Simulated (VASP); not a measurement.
Here is a VASP 6.6.1 calculation.

INCAR

```
SYSTEM = O
PREC     = Accurate       ! precision mode
ENCUT    = 600            ! plane-wave cutoff, eV
EDIFF    = 1E-6           ! SCF threshold, eV
ISMEAR   = 0              ! smearing method
SIGMA    = 0.1            ! smearing width, eV
LREAL    = .FALSE.        ! projectors in reciprocal space
LASPH    = .TRUE.         ! aspherical terms in the spheres
NELM     = 200            ! most SCF steps
ALGO     = Normal         ! electronic algorithm
ISIF     = 2              ! what is computed and relaxed
LWAVE    = .FALSE.        ! write WAVECAR
LCHARG   = .FALSE.        ! write CHGCAR
ISPIN    = 2              ! spin polarisation
MAGMOM   = -3 0           ! initial moments
LORBIT   = 11             ! projections on sites
GGA      = PS             ! functional
NBANDS   = 17             ! bands
GGA_COMPAT= .FALSE.
```

The input KPOINTS:

```
regular mesh
0
G
  3 3 3
  0 0 0
```

The input POSCAR:

```
O
1.0
    1.4233490221      0.8217709410      3.4083000000
   -1.4233490221      0.8217709410      3.4083000000
    0.0000000000     -1.6435418821      3.4083000000
O
2
Direct
    0.0577000000      0.0577000000      0.0577000000
    0.9423000000      0.9423000000      0.9423000000
```

Potentials or basis: VASP PAW PBE potentials, release 64 (O).

Run with:

```bash
$ cat potpaw_PBE.64/O/POTCAR > POTCAR
$ mpirun -np 1 vasp_std > vasp.out
```

Task: What does it give for the band gap on the k mesh?

Result: 0.60 eV, indirect (least direct gap 0.75 eV).

Task: What does it give for the pressure?

Result: 17.7 GPa.

Task: What does it give for the largest force?

Result: 4.089 eV/Å.

Stress tensor (GPa, compression positive):
```
 7.95  0.00  0.00
 0.00  7.95  0.00
 0.00  0.00 37.24
```

Caveat: the k points lie up to 0.87 Å⁻¹ apart; the standard files for N, O and F lose accuracy on very short bonds; the PAW data sets were made with another functional, which shifts forces and pressure a little. As with any semilocal functional, this PBEsol gap is likely too small.
